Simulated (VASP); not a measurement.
# AlN (P3m1) in VASP: single point with PBE

Aim: the single point of AlN with PBE.

Everything below comes from runs of VASP 6.6.1. Logs are shortened: lines on timing, memory, paths and dates and some standing lists are left out, and cuts for length are marked.

## (1) The cell of the first run

It takes space group P3m1 (No. 156, trigonal). The conventional cell has a = 3.312 Å, b = 3.312 Å, c = 4.188 Å, α = 90.00°, β = 90.00°, γ = 120.00°. Within 2.5 Å of Al (site symmetry 3m) lie 5 N at 1.91 to 2.09 Å. Within 2.5 Å of Al (site symmetry 3m) lie 5 N at 1.92 to 2.24 Å. Within 2.5 Å of N (site symmetry 3m) lie 5 Al at 1.92 to 2.09 Å. Within 2.5 Å of N (site symmetry 3m) lie 5 Al at 1.91 to 2.24 Å.

## (2) Single point, PBE

The input, INCAR:

```
SYSTEM = AlN
  ALGO = Normal
  EDIFF = 1E-6
  ENCUT = 520
  GGA = PE
  ISIF = 2
  ISMEAR = 0
  LASPH = .True.
  LCHARG = .False.
  LREAL = .False.
  LWAVE = .False.
  NBANDS = 16
  NELM = 60
  PREC = Accurate
  SIGMA = 0.05
```

The input, KPOINTS:

```
k-points
0
Gamma
  12 12 8
  0 0 0
```

The input, POSCAR:

```
AlN
1.0
    3.3121157418      0.0000000000      0.0000000000
   -1.6560578709      2.8683763727      0.0000000000
    0.0000000000      0.0000000000      4.1875630000
Al N
2 2
Direct
    0.3333333300      0.6666666700      0.7500000000
    0.6666666700      0.3333333300      0.2858203566
    0.3333333300      0.6666666700      0.2500000000
    0.6666666700      0.3333333300      0.7500000000
```

Potentials or basis: VASP PAW PBE potentials, release 64 (Al, N).

On the command line:

```console
$ cat potpaw_PBE.64/Al/POTCAR potpaw_PBE.64/N/POTCAR > POTCAR
$ mpirun -np 1 vasp_std > vasp.out
```

OUTCAR:

```text
SYSTEM = AlN
   EDIFF = 1E-6
   ENCUT = 520
   GGA = PE
   ISIF = 2
   ISMEAR = 0
   LASPH = .True.
   LREAL = .False.
   NELM = 60
   PREC = Accurate

 ion  position               nearest neighbor table
   1  0.333  0.667  0.750-   4 1.91   4 1.91   4 1.91   3 2.09   3 2.09   2 2.73   2 2.73   2 2.73
                             2 2.95   2 2.95   2 2.95
   2  0.667  0.333  0.286-   3 1.92   3 1.92   3 1.92   4 1.94   4 2.24   1 2.73   1 2.73   1 2.73
                             1 2.95   1 2.95   1 2.95
   3  0.333  0.667  0.250-   2 1.92   2 1.92   2 1.92   1 2.09   1 2.09
   4  0.667  0.333  0.750-   1 1.91   1 1.91   1 1.91   2 1.94   2 2.24

  LATTYP: Found a hexagonal cell.
 ALAT       =     3.3121157418
 C/A-ratio  =     1.2643166261

  Lattice vectors:

 A1 = (   3.3121157418,   0.0000000000,   0.0000000000)
 A2 = (  -1.6560578709,   2.8683763727,   0.0000000000)
 A3 = (   0.0000000000,   0.0000000000,   4.1875630000)

Analysis of symmetry for initial positions (statically):
=====================================================================
 Subroutine PRICEL returns:
 Original cell was already a primitive cell.

 Routine SETGRP: Setting up the symmetry group for a
 hexagonal supercell.

 Subroutine GETGRP returns: Found  6 space group operations
 (whereof  6 operations were pure point group operations)
 out of a pool of 24 trial point group operations.

The static configuration has the point symmetry C_3v.

Analysis of symmetry for dynamics (positions and initial velocities):
=====================================================================
 Subroutine PRICEL returns:
 Original cell was already a primitive cell.

 Routine SETGRP: Setting up the symmetry group for a
 hexagonal supercell.

 Subroutine GETGRP returns: Found  6 space group operations
 (whereof  6 operations were pure point group operations)
 out of a pool of 24 trial point group operations.

The dynamic configuration has the point symmetry C_3v.

 Subroutine INISYM returns: Found  6 space group operations
 (whereof  6 operations are pure point group operations),
 and found     1 'primitive' translations

----------------------------------------------------------------------------------------

                                     Primitive cell

  volume of cell :      39.7835

[... 86 lines left out ...]
   ISPIN  =      1    spin polarized calculation?
   LNONCOLLINEAR =      F non collinear calculations
   LSORBIT =      F    spin-orbit coupling
   LASPH  =      T    aspherical Exc in radial PAW
   ENCUT  =  520.0 eV  38.22 Ry    6.18 a.u.   6.16  6.16  7.79*2*pi/ulx,y,z
   NELM   =     60;   NELMIN=  2; NELMDL= -5     # of ELM steps
   EDIFF  = 0.1E-05   stopping-criterion for ELM
   LREAL  =      F    real-space projection
   EDIFFG = 0.1E-04   stopping-criterion for IOM
   NSW    =      0    number of steps for IOM
   IBRION =     -1    ionic relax: 0-MD 1-quasi-New 2-CG
   NFREE  =      0    steps in history (QN), initial steepest desc. (CG)
   ISIF   =      2    stress and relaxation
   ISYM   =      2    0-nonsym 1-usesym 2-fastsym
   POTIM  = 0.5000    time-step for ionic-motion
   TEBEG  =    0.0;   TEEND  =   0.0 temperature during run
   PSTRESS=    0.0 pullay stress
   NELECT =      16.0000    total number of electrons
   NUPDOWN=      -1.0000    fix difference up-down
   EMIN   =  10.00;   EMAX   =-10.00  energy-range for DOS
   EFERMI =   0.00;   METHOD = LEGACY
   ISMEAR =     0;   SIGMA  =   0.05  broadening in eV -4-tet -1-fermi 0-gaus
   EFERMI_NEDOS =   21; number of points for ismear=-14 and -15
   IALGO  =     38    algorithm
   IMIX   =      4    mixing-type and parameters
     AMIX     =   0.40;   BMIX     =  1.00
     AMIX_MAG =   1.60;   BMIX_MAG =  1.00
  volume/ion in A,a.u.               =       9.95        67.12
  Fermi-wavevector in a.u.,A,eV,Ry     =   1.208409  2.283561 19.867927  1.460251
  Thomas-Fermi vector in A             =   2.344017
   LORBIT       =      0    0 simple, 1 ext, 2 COOP (PROOUT), +10 PAW based schemes
   GGA     = PE    functional components
   LHFCALC =     F    Hartree Fock is set to
   AEXX    =    0.0000 exact exchange contribution
   IVDW    =     0    specifies the selected vdW correction
   LEPSILON=     F    determine dielectric tensor
   LRPA    =     F    only Hartree local field effects (RPA)
 non-spin polarized calculation
 Gauss-broadening in eV      SIGMA  =   0.05
  energy-cutoff  :      520.00
  volume of cell :       39.78
 maximum number of plane-waves:      1090
 NGX is ok and might be reduce to    28
   NGX = 13   NGY = 13   NGZ = 15

 number of electron      15.9999999 magnetization

 Free energy of the ion-electron system (eV)
  ---------------------------------------------------
  ext. energy  EPLUGINS =         0.00000000
  ---------------------------------------------------
  free energy    TOTEN  =       -29.22062503 eV

  energy without entropy =      -29.22062503  energy(sigma->0) =      -29.22062503

 E-fermi :   8.1448     XC(G=0): -11.1548

 val. band max:        7.8927592853   @ k =   0.0000   0.0000   0.0000
 cond. band min:      11.1856363442   @ k =   0.0000   0.0000   0.0000
 fundamental gap:      3.2928770589
 Fermi energy:         8.1447968824

 k-point     1 :       0.0000    0.0000    0.0000
  band No.  band energies     occupation
      1      -8.8652      2.00000
      2      -5.2493      2.00000
      3       1.1047      2.00000
      4       4.6639      2.00000
      5       4.6639      2.00000
      6       6.3296      2.00000
[... 433 lines left out ...]
      3       1.5747      2.00000
      4       3.8136      2.00000
      5       4.3352      2.00000
      6       5.1773      2.00000
[... 8 lines left out ...]
     15      19.2971      0.00000
     16      19.7901      0.00000

 [... further k-points ...]
[... 5 lines left out ...]
  --------------------------------------------------------------------------------------
  -------------------------------------------------------------------------------------
  Total       -0.0203740     -0.0203740      1.0562943      0.0000000      0.0000000      0.0000000
  in kB       -0.8205088     -0.8205088     42.5395142      0.0000000      0.0000000      0.0000000
  external PRESSURE =      13.6328322 kB  Pullay stress =       0.0000000 kB

 VOLUME and BASIS-vectors are now :
 -----------------------------------------------------------------------------
  energy-cutoff  :      520.00
  volume of cell :       39.78
      direct lattice vectors                 reciprocal lattice vectors
     3.312115742  0.000000000  0.000000000     0.301921816  0.174314642  0.000000000
    -1.656057871  2.868376373  0.000000000     0.000000000  0.348629284  0.000000000
     0.000000000  0.000000000  4.187563000     0.000000000  0.000000000  0.238802377

 POSITION                                       TOTAL-FORCE (eV/Angst)
 -----------------------------------------------------------------------------------
     -0.00000      1.91225      3.14067        -0.000000     -0.000000      1.023398
      1.65606      0.95613      1.19689        -0.000000     -0.000000     -1.401587
     -0.00000      1.91225      1.04689         0.000000     -0.000000      0.290252
      1.65606      0.95613      3.14067        -0.000000      0.000000      0.087937
 -----------------------------------------------------------------------------------
    total drift:                                0.000000     -0.000000      0.000034

  FREE ENERGIE OF THE ION-ELECTRON SYSTEM (eV)
  ---------------------------------------------------
  free  energy   TOTEN  =       -29.2206250258 eV

  energy  without entropy=      -29.2206250258  energy(sigma->0) =      -29.22062503
```

stdout:

```text
POSCAR found type information on POSCAR AlN
 POSCAR found :  2 types and       4 ions
 scaLAPACK will be used
 LDA part: xc-table for (Slater+PW92), standard interpolation
 POSCAR, INCAR and KPOINTS ok, starting setup
 FFT: planning ... GRIDC
 FFT: planning ... GRID_SOFT
 FFT: planning ... GRID
 WAVECAR not read
 entering main loop
```

Run time: 2.3 min. Hardware: 1 thread of AMD EPYC 7R13, shared host; peak memory 0.18 GiB.

What came out:

```
Free energy            : -29.2206 eV
Pressure               : 1.4 GPa
Largest force          : 1.402 eV/Å
Band gap on the k mesh : 3.29 eV, direct
```

Forces in eV/Å, atoms in the order of the input:
```
Al   0.000  0.000  1.023
Al   0.000  0.000 -1.402
N    0.000  0.000  0.290
N    0.000  0.000  0.088
```

Levels at points of the mesh, in eV from the valence-band top:
```csv
k point,band 4,band 5,band 6,band 7,band 8,band 9,band 10,band 11,band 12,band 13
"(0.00, 0.00, 0.00)",-3.23,-3.23,-1.56,-1.56,0.00,3.29,4.45,8.27,8.27,11.23
"(0.50, 0.00, 0.00)",-4.65,-4.44,-4.28,-2.82,-1.42,3.89,7.07,7.32,9.23,9.38
"(0.00, 0.00, 0.50)",-3.56,-2.54,-2.54,-2.33,-2.33,5.39,5.94,8.29,8.29,8.65
"(0.50, 0.00, 0.50)",-7.08,-3.36,-3.04,-1.79,-1.61,4.87,5.32,9.11,9.50,11.38
```

Caveat: forces of over 1 eV/Å act on the atoms, so gaps and moduli don't describe the material at rest. A k mesh can miss the band edges.
